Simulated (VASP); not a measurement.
Si5Mo: single point with PBE

Crystal: Si5Mo.

```
Si Mo
1.0
     8.20340    0.00000    0.00000
    -4.10170    7.10436    0.00000
     0.00000    0.00000    2.39744
Si Mo
5 1
Direct
  0.50000 0.00000 0.00000
  0.00000 0.50000 0.00000
  0.50000 0.50000 0.00000
  0.33333 0.66667 0.00000
  0.66667 0.33333 0.00000
  0.00000 0.00000 0.50000
```

The cell was generated, and may not be a known phase.

| Quantity | Value |
| --- | --- |
| Program | VASP 6.6.1 |
| Task | single point |
| Functional | PBE |
| Potentials or basis | VASP PAW PBE potentials, release 64 (Si, Mo_sv) |
| Cutoff | 520 eV |
| k mesh | 3 × 3 × 8 |
| Occupations | gaussian, width 0.1 eV |
| Spin | collinear spin |
| Starting moments | [0.0, 0.0, 0.0, 0.0, 0.0, 1.0] μB |
| Dipole correction | no |
| Further INCAR settings | ALGO = Normal; EDIFF = 1e-06; NBANDS = 30 |

```
Pressure                                              : 0.2 GPa
Net moment                                            : -0.05 μB per cell
Site moments                                          : Si +0.00; Mo -0.03 μB
Valence electrons inside the program's atomic spheres : Si 1.64, 1.69 (each value once); Mo 12.37
```

Stress tensor (GPa, compression positive):
```
0.21 0.00 0.00
0.00 0.21 0.00
0.00 0.00 0.31
```

Levels at points of the mesh, in eV from the Fermi level:
Spin up:
```csv
k point,band 13,band 14,band 15,band 16,band 17,band 18,band 19,band 20,band 21,band 22
"(0.00, 0.00, 0.00)",-2.03,-2.03,-1.22,-0.75,-0.75,-0.46,0.34,0.34,3.30,3.58
"(0.00, 0.00, 0.50)",-2.78,-2.78,-0.72,-0.72,-0.23,0.99,0.99,2.33,2.56,2.93
```
Spin down:
```
           k point  band 14  band 15  band 16  band 17  band 18  band 19  band 20  band 21
(0.00, 0.00, 0.00)    -2.03    -1.28    -0.85    -0.85    -0.45     0.34     0.34     3.30
(0.00, 0.00, 0.50)    -2.79    -0.72    -0.72    -0.23     0.88     0.88     2.29     2.56
```

It took 16 min on 1 thread of Intel Xeon 8259CL, with other jobs on the host, peak memory 0.35 GiB.
